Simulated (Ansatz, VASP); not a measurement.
## Two plane-wave programs on Sn2TeS

```xyz
4
Lattice="4.2474 0.0000 0.0000 -2.1237 3.6784 0.0000 0.0000 0.0000 7.5215" Properties=species:S:1:pos:R:3 pbc="T T T"
Sn    0.0000    0.0000    2.0456
Sn    0.0000    0.0000    5.4759
Te    0.0000    2.4522    0.0000
S     2.1237    1.2261    3.7607
```

Change from the starting cell: species swapped into the BiPt2Pb type (P-6m2, No. 187).

Alike in both runs: functional PBE; k mesh 12 × 12 × 6; occupations gaussian, width 0.1 eV; no spin polarisation.

Ansatz relaxed the structure, and its values are those at the end. VASP's run is a single point on that final structure, the one shown.

|  | VASP | Ansatz |
| --- | --- | --- |
| version | VASP 6.6.1 | Ansatz 0.2.0 |
| potentials or method | VASP PAW PBE potentials, release 64 (Sn_d, Te, S), cutoff 520 eV | scalar-relativistic, plane waves, PAW |
| valence electrons in the cell | 40 | 50 |

```tsv
	VASP	Ansatz	Ansatz less VASP
gap on the k mesh at the Fermi level (eV)	none	none	-
pressure (GPa)	0.0	0.0	+0.04
```

A gap of «none» marks a metal or a gap that the smearing closes. With one functional, cell and mesh, what is left measures potentials, basis and numerics. VASP's potentials hold 40 valence electrons a cell and Ansatz's 50, so a difference there can come from the potentials and not from the codes.

Neither program's run includes spin-orbit coupling.
